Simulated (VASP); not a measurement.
Si2Cl: single point with PBE

Crystal: Si2Cl.

```
Si Cl
1.0
     0.00000    3.15950    3.15950
     3.15950    0.00000    3.15950
     3.15950    3.15950    0.00000
Si Cl
2 1
Direct
  0.25000 0.25000 0.25000
  0.75000 0.75000 0.75000
  0.00000 0.00000 0.00000
```

* Program: VASP 6.6.1
* Task: single point
* Functional: PBE
* Potentials or basis: VASP PAW PBE potentials, release 64 (Si, Cl)
* Cutoff: 520 eV
* k mesh: 12 × 12 × 12
* Occupations: gaussian, width 0.1 eV
* Spin: no spin polarisation
* Dipole correction: no
* Further INCAR settings: ALGO = Normal; EDIFF = 1e-06; NBANDS = 14

```
Pressure : 0.1 GPa
```

Levels at points of the mesh, in eV from the Fermi level:
```
           k point  band 6  band 7  band 8  band 9  band 10  band 11
(0.00, 0.00, 0.00)   -3.43   -1.27   -1.27   -1.27     3.61     3.61
(0.50, 0.00, 0.00)   -1.73   -0.51   -0.51    1.37     2.43     2.61
(0.50, 0.50, 0.00)   -2.74   -1.43    1.42    1.42     3.81     3.81
```

It took 67 s on 1 thread of Intel Xeon 6975P-C, on a shared host, peak memory 0.23 GiB.

Caveat: an odd number of electrons without spin polarisation forces a metal; a magnetic or distorted state may lie lower.
